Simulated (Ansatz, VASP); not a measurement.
**Be3Te4: VASP beside Ansatz**

```
CELL_PARAMETERS angstrom
3.85499 0.00000 0.00000
0.00000 7.84736 0.00000
0.00000 0.00000 12.31993
ATOMIC_POSITIONS crystal
Be 0.00000 0.24447 0.23764
Be 0.00000 0.75553 0.23764
Be 0.00000 0.27348 0.76643
Be 0.00000 0.72652 0.76643
Be 0.50000 0.50000 0.01088
Be 0.50000 0.00000 0.99109
Te 0.00000 0.00000 0.35683
Te 0.00000 0.50000 0.34738
Te 0.50000 0.31959 0.64555
Te 0.50000 0.68041 0.64555
Te 0.00000 0.50000 0.89708
Te 0.00000 0.00000 0.86538
Te 0.50000 0.24231 0.11603
Te 0.50000 0.75769 0.11603
```

Change from the starting cell: the structure that the rattled cell fell into.

Alike in both runs: functional PBE; k mesh 8 × 4 × 4; occupations gaussian, width 0.1 eV; no spin polarisation.

Ansatz relaxed the structure, and its values are those at the end. VASP's run is a single point on that final structure, the one shown.

```csv
,VASP,Ansatz
version,VASP 6.6.1,Ansatz 0.2.0
potentials or method,"VASP PAW PBE potentials, release 64 (Be, Te), cutoff 520 eV","scalar-relativistic, plane waves, PAW"
valence electrons in the cell,60,140
```

VASP gave:

| Item | Value |
| --- | --- |
| gap on the k mesh at the Fermi level (eV) | none |
| pressure (GPa) | 0.1 |
| rms of the force components (eV/Å) | 0.008 |

Task: Which values does Ansatz return?

Result: gap on the k mesh at the Fermi level (eV): none; pressure (GPa): 0.0; rms of the force components (eV/Å): 0.004.

A gap of «none» marks a metal or a gap that the smearing closes. VASP's potentials hold 60 valence electrons a cell and Ansatz's 140, so a difference there can come from the potentials and not from the codes.

Spin-orbit coupling is off throughout.
